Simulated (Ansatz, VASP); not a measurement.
# One calculation of MoS2, two programs

File INCAR:

```
SYSTEM = MoS2
ALGO = Normal
EDIFF = 1E-7
ENCUT = 520
GGA = PS
ISIF = 2
ISMEAR = 1
LASPH = .True.
LCHARG = .True.
LELF = .True.
LREAL = .False.
LVHAR = .True.
LWAVE = .False.
NBANDS = 35
NELM = 100
PREC = Accurate
SIGMA = 0.2
```

The input KPOINTS:

```
k-points
0
Gamma
  12 12 2
  0 0 0
```

The input POSCAR:

```
MoS2
1.0
    3.2673000000      0.0000000000      0.0000000000
   -1.6336500000      2.8295648018      0.0000000000
    0.0000000000      0.0000000000     12.1932000000
Mo S
2 4
Direct
    0.3333333333      0.6666666667      0.2500000000
    0.6666666667      0.3333333333      0.7500000000
    0.3333333333      0.6666666667      0.6259932117
    0.6666666667      0.3333333333      0.1259932117
    0.3333333333      0.6666666667      0.8740067883
    0.6666666667      0.3333333333      0.3740067883
```

Input for Ansatz:

```yaml
crystal:
  lattice:
    - [3.2673, 0.0, 0.0]
    - [-1.63365, 2.8295648018, 0.0]
    - [0.0, 0.0, 12.1932]
  atoms:
    - { symbol: Mo, position: [0.3333333333, 0.6666666667, 0.25] }
    - { symbol: Mo, position: [0.6666666667, 0.3333333333, 0.75] }
    - { symbol: S, position: [0.3333333333, 0.6666666667, 0.6259932117] }
    - { symbol: S, position: [0.6666666667, 0.3333333333, 0.1259932117] }
    - { symbol: S, position: [0.3333333333, 0.6666666667, 0.8740067883] }
    - { symbol: S, position: [0.6666666667, 0.3333333333, 0.3740067883] }
basis:
  ecutwfc: 420
kpoints:
  mp_grid: { grid: [12, 12, 2] }
hamiltonian:
  xc: pbesol
scf:
  occupations: { method: cold, width: 0.2 }
output:
  forces: true
  stress: true
  eigenvalues: true
```

Alike in both runs: task single point; functional PBEsol; k mesh 12 × 12 × 2; no spin polarisation.

|  | VASP | Ansatz |
| --- | --- | --- |
| version | VASP 6.6.1 | Ansatz 0.2.0 |
| potentials or method | VASP PAW PBE potentials, release 64 (Mo_sv, S), cutoff 520 eV | scalar-relativistic, plane waves, PAW |
| occupations | methfessel-paxton of order 1, width 0.2 eV | cold, width 0.2 eV |
| valence electrons in the cell | 52 | 52 |

```tsv
	VASP	Ansatz	Ansatz less VASP
pressure (GPa)	-5.9	-5.9	+0.01
traceless stress, the component that is largest in VASP (GPa)	7.10	7.10	-0.006
rms of the force components (eV/Å)	0.048	0.047	-0.0010
```

VASP's potentials were made for PBE, not for PBEsol. Atom by atom the forces differ by 0.001 eV/Å (rms over components). Ansatz's warnings: smearing energy in gap.
